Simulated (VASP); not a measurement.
Write the native input for VASP 6.6.1 that does the following.

```
Task                   : single point
Functional             : PBEsol
Potentials or basis    : VASP PAW PBE potentials, release 64 (In_d, As)
Cutoff                 : 500 eV
k mesh                 : 12 × 12 × 12
Occupations            : gaussian, width 0.1 eV
Spin                   : no spin polarisation
Dipole correction      : no
Further INCAR settings : ALGO = Normal; EDIFF = 1e-06; NBANDS = 16
```

The structure of InAs lies in POSCAR:

```
InAs
1.0
    0.0000000000      2.7071071493      2.7071071493
    2.7071071493      0.0000000000      2.7071071493
    2.7071071493      2.7071071493      0.0000000000
In As
1 1
Direct
    0.5000000000      0.5000000000      0.5000000000
    0.0000000000      0.0000000000      0.0000000000
```

These files were run (other wordings do the same):

INCAR

```
SYSTEM = InAs
PREC = Accurate ; ENCUT = 500
EDIFF = 1E-6 ; ISMEAR = 0
SIGMA = 0.1 ; LREAL = .FALSE.
LASPH = .TRUE. ; NELM = 120
ALGO = Normal ; ISIF = 2
LWAVE = .FALSE. ; LCHARG = .FALSE.
GGA = PS ; NBANDS = 16
GGA_COMPAT = .FALSE.
```

KPOINTS

```
regular mesh
0
G
  12 12 12
  0 0 0
```

Potentials or basis: VASP PAW PBE potentials, release 64 (In_d, As).

The run is started by

```console
$ cat potpaw_PBE.64/In_d/POTCAR potpaw_PBE.64/As/POTCAR > POTCAR
$ mpirun -np 1 vasp_std > vasp.out
```

It gave:

```
Pressure               : 12.9 GPa
Band gap on the k mesh : zero (bands 9 and 10 overlap by 3.30 eV)
```

Caveat: the cell stands under pressure; the PAW data sets were made with another functional, which shifts forces and pressure a little; spin-orbit coupling is left out, which moves the levels of the heavy elements.

It took 22 s on 1 thread of AMD EPYC 9R45 96-Core Processor (Zen 5) (shared host), peak memory 0.15 GiB.
